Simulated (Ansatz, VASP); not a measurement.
## TiO2: VASP beside Ansatz

```xyz
6
Lattice="4.4721 0.0000 0.0000 0.0000 4.4721 0.0000 0.0000 0.0000 2.8545" Properties=species:S:1:pos:R:3 pbc="T T T"
Ti    0.0000    0.0000    0.0000
Ti    2.2361    2.2361    1.4273
O     1.3644    1.3644    0.0000
O     0.8716    3.6005    1.4273
O     3.1077    3.1077    0.0000
O     3.6005    0.8716    1.4273
```

Alike in both runs: task single point; functional PBE; k mesh 8 × 8 × 10; occupations gaussian, width 0.05 eV; no spin polarisation.

|  | VASP | Ansatz |
| --- | --- | --- |
| version | VASP 6.6.1 | Ansatz 0.2.0 |
| potentials or method | VASP PAW PBE potentials, release 64 (Ti_sv, O), cutoff 520 eV | scalar-relativistic, plane waves, PAW |
| valence electrons in the cell | 48 | 48 |

Ansatz gave:

* gap on the k mesh at the Fermi level (eV): 2.15
* least direct gap on the mesh (eV): 2.15
* rms of the force components (eV/Å): 0.317

Question: Which values does VASP return?

Answer: gap on the k mesh at the Fermi level (eV): 2.11; least direct gap on the mesh (eV): 2.11; rms of the force components (eV/Å): 0.331.

Atom by atom the forces differ by 0.015 eV/Å (rms over components). With one functional, cell and mesh, what is left measures potentials, basis and numerics.
